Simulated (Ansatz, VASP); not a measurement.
## Mg2O: VASP beside Ansatz

```
Mg O
1.0
     5.23259    0.00000    0.00000
     0.00000    5.23259    0.00000
     0.00000    0.00000    3.13677
Mg O
4 2
Direct
  0.20799 0.20799 0.00000
  0.79201 0.79201 0.00000
  0.70799 0.29201 0.50000
  0.29201 0.70799 0.50000
  0.50000 0.50000 0.00000
  0.00000 0.00000 0.50000
```

Alike in both runs: functional PBE; k mesh 4 × 4 × 6; occupations gaussian, width 0.1 eV; no spin polarisation.

Ansatz relaxed the structure, and its values are those at the end. VASP's run is a single point on that final structure, the one shown.

```csv
,VASP,Ansatz
version,VASP 6.6.1,Ansatz 0.2.0
potentials or method,"VASP PAW PBE potentials, release 64 (Mg, O), cutoff 520 eV","scalar-relativistic, plane waves, PAW"
valence electrons in the cell,20,52
```

Ansatz gave:

- gap on the k mesh at the Fermi level (eV): none
- pressure (GPa): 0.0
- rms of the force components (eV/Å): 0.014

Task: What did VASP give for the same quantities?

Result: gap on the k mesh at the Fermi level (eV): none; pressure (GPa): -0.4; rms of the force components (eV/Å): 0.016.

A gap of «none» marks a metal or a gap that the smearing closes. VASP's potentials hold 20 valence electrons a cell and Ansatz's 52, so a difference there can come from the potentials and not from the codes.
